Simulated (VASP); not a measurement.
# LiTi12 (a cell with a defect) in VASP: a series of runs, part 2 of 2

VASP 6.6.1. The steps go on from the part before.

### 3 Single point, LDA

INCAR reads:

```
SYSTEM = LiTi12
ALGO     = Normal         ! electronic algorithm
EDIFF    = 1E-6           ! SCF threshold, eV
ENCUT    = 520            ! plane-wave cutoff, eV
GGA      = CA             ! functional
ISIF     = 2              ! what is computed and relaxed
ISMEAR   = -1             ! smearing method
LASPH    = .TRUE.         ! aspherical terms in the spheres
LCHARG   = .FALSE.        ! write CHGCAR
LREAL    = .FALSE.        ! projectors in reciprocal space
LWAVE    = .FALSE.        ! write WAVECAR
NBANDS   = 86             ! bands
NELM     = 60             ! most SCF steps
PREC     = Accurate       ! precision mode
SIGMA    = 0.15           ! smearing width, eV
```

KPOINTS reads:

```
k-points
0
G
  3 2 4
  0 0 0
```

POSCAR reads:

```
LiTi12
1.0
    5.9000000000      0.0000000000      0.0000000000
   -4.4250000000      7.6643250000      0.0000000000
    0.0000000000      0.0000000000      4.6846000000
Ti Li
12 1
Direct
    0.0286956652      0.0178013546     -0.0195527271
    0.1941126699      0.2236738975      0.4437642692
   -0.0554044362      0.2777115874     -0.1682107023
    0.2322160660      0.6281199518      0.6478389688
   -0.0148369322      0.6813024469      0.0381624755
    0.1483083489      0.8883937156      0.4992690394
    0.4751927079     -0.0184435312     -0.0314179611
    0.6254645441      0.2111821543      0.4228709580
    0.5030876184      0.3482181552     -0.0445292440
    0.6755383767      0.5582194664      0.5232693854
    0.5546179671      0.6957958486      0.0545058098
    0.7017290359      0.9249881898      0.5104696335
    0.0916318783      0.4527855430      1.2397146147
```

Potentials or basis: VASP PAW LDA potentials, release 64 (Ti_sv, Li_sv).

Started as:

```console
> cat potpaw_LDA.64/Ti_sv/POTCAR potpaw_LDA.64/Li_sv/POTCAR > POTCAR
> mpirun -np 1 vasp_std > vasp.out
```

OUTCAR:

```text
SYSTEM = LiTi12
   EDIFF = 1E-6
   ENCUT = 520
   GGA = CA
   ISIF = 2
   ISMEAR = -1
   LASPH = .TRUE.
   LREAL = .FALSE.
   NELM = 60
   PREC = Accurate

 ion  position               nearest neighbor table
   1  0.029  0.018  0.980-   3 2.68   2 2.68  12 2.77   6 2.77   7 2.81  11 2.85   9 2.87   5 2.87
                             6 2.92
   2  0.194  0.224  0.444-   3 2.53  13 2.57   8 2.60   1 2.68   9 2.79  12 2.80   6 2.85   9 2.88

   3  0.945  0.278  0.832-  13 2.34   2 2.53   8 2.54   1 2.68   7 2.77   4 2.82
   4  0.232  0.628  0.648-  13 2.34   5 2.53  11 2.54   6 2.68  12 2.78   3 2.82
   5  0.985  0.681  0.038-   4 2.53  13 2.58  11 2.61   6 2.68  10 2.77   7 2.80   1 2.87  10 2.89

   6  0.148  0.888  0.499-   4 2.68   5 2.68   7 2.76   1 2.77  12 2.81   2 2.85   8 2.86  10 2.86
                             1 2.92
   7  0.475  0.982  0.969-  12 2.70   6 2.76   8 2.76   3 2.77   5 2.80   1 2.81  11 2.82
   8  0.625  0.211  0.423-   3 2.54   2 2.60  13 2.64   7 2.76   9 2.77  12 2.82   6 2.86
   9  0.503  0.348  0.955-  10 2.59   8 2.77   2 2.79   1 2.87   2 2.88
  10  0.676  0.558  0.523-   9 2.59  11 2.77   5 2.77   6 2.86   5 2.89
  11  0.555  0.696  0.055-   4 2.54   5 2.61  13 2.64  12 2.77  10 2.77   7 2.82   1 2.85
  12  0.702  0.925  0.510-   7 2.70   1 2.77  11 2.77   4 2.78   2 2.80   6 2.81   8 2.82
  13  0.092  0.453  0.240-   3 2.34   4 2.34   2 2.57   5 2.58  11 2.64   8 2.64

  LATTYP: Found a simple monoclinic cell.
 ALAT       =     5.9000000000
 B/A-ratio  =     0.7940000000
 C/A-ratio  =     1.3228756849
 COS(beta)  =    -0.1889822323

  Lattice vectors:

 A1 = (   5.9000000000,   0.0000000000,   0.0000000000)
 A2 = (   0.0000000000,   0.0000000000,   4.6846000000)
 A3 = (  -1.4750000000,  -7.6643250000,   0.0000000000)

Analysis of symmetry for initial positions (statically):
=====================================================================
 Subroutine PRICEL returns:
 Original cell was already a primitive cell.

 Routine SETGRP: Setting up the symmetry group for a
 simple monoclinic supercell.
[... 181 lines left out ...]
  energy-cutoff  :      520.00
  volume of cell :      211.84
 maximum number of plane-waves:      5706
 NGX is ok and might be reduce to    48
   NGX = 21   NGY = 33   NGZ = 17

 number of electron     147.0000002 magnetization

 Free energy of the ion-electron system (eV)
  ---------------------------------------------------
  ext. energy  EPLUGINS =         0.00000000
  ---------------------------------------------------
  free energy    TOTEN  =      -102.95982426 eV

  energy without entropy =     -101.64382424  energy(sigma->0) =     -102.30182425

 E-fermi :   7.9818     XC(G=0): -11.7817

 val. band max:        7.9777849367   @ k =   0.3333  -0.0000   0.0000
 cond. band min:       7.9831507879   @ k =  -0.3333   0.5000   0.2500
 fundamental gap:      0.0053658512
 Fermi energy:         7.9817696950

 k-point     1 :       0.0000    0.0000    0.0000
  band No.  band energies     occupation
      1     -47.9766      2.00000
      2     -47.8788      2.00000
      3     -47.8742      2.00000
      4     -47.7810      2.00000
      5     -47.7613      2.00000
      6     -47.7583      2.00000
[... 1221 lines left out ...]
     84       8.9976      0.00229
     85       9.0981      0.00117
 [bands above 85 left out]

------------------------ aborting loop because EDIFF is reached ----------------------------------------

  FORCE on cell =-STRESS in cart. coord.  units (eV):
  Direction    XX          YY          ZZ          XY          YZ          ZX
  --------------------------------------------------------------------------------------
  -------------------------------------------------------------------------------------
  Total       -6.7502366     -4.6638901      0.7044600      0.7988646      1.9328116      0.6236282
  in kB      -51.0541604    -35.2744664      5.3280524      6.0420641     14.6184616      4.7166958
  external PRESSURE =     -27.0001915 kB  Pullay stress =       0.0000000 kB

 VOLUME and BASIS-vectors are now :
 -----------------------------------------------------------------------------
  energy-cutoff  :      520.00
  volume of cell :      211.84
      direct lattice vectors                 reciprocal lattice vectors
     5.900000000  0.000000000  0.000000000     0.169491525  0.097855976  0.000000000
    -4.425000000  7.664325000  0.000000000     0.000000000  0.130474634  0.000000000
     0.000000000  0.000000000  4.684600000     0.000000000  0.000000000  0.213465397

 POSITION                                       TOTAL-FORCE (eV/Angst)
 -----------------------------------------------------------------------------------
      0.09053      0.13644      4.59300        -0.001081     -0.011349      0.001081
      0.15551      1.71431      2.07886        -0.006591     -0.001799     -0.015815
      4.34424      2.12847      3.89660        -0.000169     -0.001612     -0.004372
     -1.40936      4.81412      3.03487         0.016108      0.005875      0.004738
      2.79770      5.22172      0.17878        -0.022887      0.018783     -0.016106
     -3.05612      6.80894      2.33888         0.002648      0.004142      0.012431
     -1.53975      7.52297      4.53742         0.009239     -0.002189     -0.005969
      2.75576      1.61857      1.98098        -0.007280     -0.003873      0.000976
      1.42735      2.66886      4.47600         0.001861     -0.006468      0.012368
      1.51556      4.27838      2.45131        -0.000374     -0.001270      0.012892
      0.19335      5.33281      0.25534         0.002797     -0.001553      0.003965
      0.04713      7.08941      2.39135        -0.002598      0.001719     -0.005396
     -1.46295      3.47030      1.12297         0.008326     -0.000405     -0.000793
 -----------------------------------------------------------------------------------
    total drift:                                0.000302      0.000174     -0.000817

  FREE ENERGIE OF THE ION-ELECTRON SYSTEM (eV)
  ---------------------------------------------------
  free  energy   TOTEN  =      -102.9598242569 eV

  energy  without entropy=     -101.6438242365  energy(sigma->0) =     -102.30182425
```

OSZICAR:

```text
N       E                     dE             d eps       ncg     rms          rms(c)
DAV:   1     0.217555319848E+04    0.21756E+04   -0.71938E+04  2408   0.212E+03
DAV:   2     0.206195293995E+03   -0.19694E+04   -0.19391E+04  2408   0.683E+02
DAV:   3    -0.584647525215E+02   -0.26466E+03   -0.25348E+03  3546   0.213E+02
[... 12 lines left out ...]
DAV:  16    -0.102959902541E+03    0.31730E-03   -0.20259E-03  3408   0.363E-01    0.101E-01
DAV:  17    -0.102959922245E+03   -0.19704E-04   -0.11778E-03  3216   0.263E-01    0.976E-02
DAV:  18    -0.102959819878E+03    0.10237E-03   -0.64907E-04  3072   0.208E-01    0.288E-02
DAV:  19    -0.102959825014E+03   -0.51361E-05   -0.14722E-04  3592   0.728E-02    0.173E-02
DAV:  20    -0.102959824296E+03    0.71766E-06   -0.42750E-05  3128   0.488E-02    0.981E-03
DAV:  21    -0.102959824257E+03    0.39225E-07   -0.94265E-06  2456   0.180E-02
   1 F= -.10295982E+03 E0= -.10230182E+03  d E =-.131600E+01
```

Wall time 6.9 min (1 thread of Oxide Virtual Turin-like, shared host); peak memory 0.33 GiB.

Results:

```
Free energy            : -102.9598 eV
Largest force          : 0.034 eV/Å
Band gap on the k mesh : zero (an odd number of electrons rules out a gap without spin polarisation)
```

Forces on the atoms (eV/Å):
```
Ti  -0.001 -0.011  0.001
Ti  -0.007 -0.002 -0.016
Ti   0.000 -0.002 -0.004
Ti   0.016  0.006  0.005
Ti  -0.023  0.019 -0.016
Ti   0.003  0.004  0.012
Ti   0.009 -0.002 -0.006
Ti  -0.007 -0.004  0.001
Ti   0.002 -0.006  0.012
Ti   0.000 -0.001  0.013
Ti   0.003 -0.002  0.004
Ti  -0.003  0.002 -0.005
Li   0.008  0.000 -0.001
```

Levels at points of the mesh, in eV from the Fermi level:
```
           k point  band 69  band 70  band 71  band 72  band 73  band 74  band 75  band 76  band 77  band 78
(0.00, 0.00, 0.00)    -0.55    -0.49    -0.24    -0.15     0.07     0.13     0.18     0.28     0.35     0.53
(0.00, 0.50, 0.00)    -0.45    -0.44    -0.17    -0.09    -0.03     0.10     0.14     0.34     0.61     0.63
(0.00, 0.00, 0.50)    -0.53    -0.37    -0.25    -0.08    -0.07     0.11     0.17     0.27     0.41     0.51
(0.00, 0.50, 0.50)    -0.41    -0.38    -0.32    -0.23    -0.07     0.14     0.20     0.24     0.38     0.51
```

Caveat: the k points lie up to 0.41 Å⁻¹ apart, too coarse for converged energies and pressures of a metal; the cutoff is under 1.25 times the usual one of these potentials, so pressure, stress and relaxed cells hold a basis-set (Pulay) error.
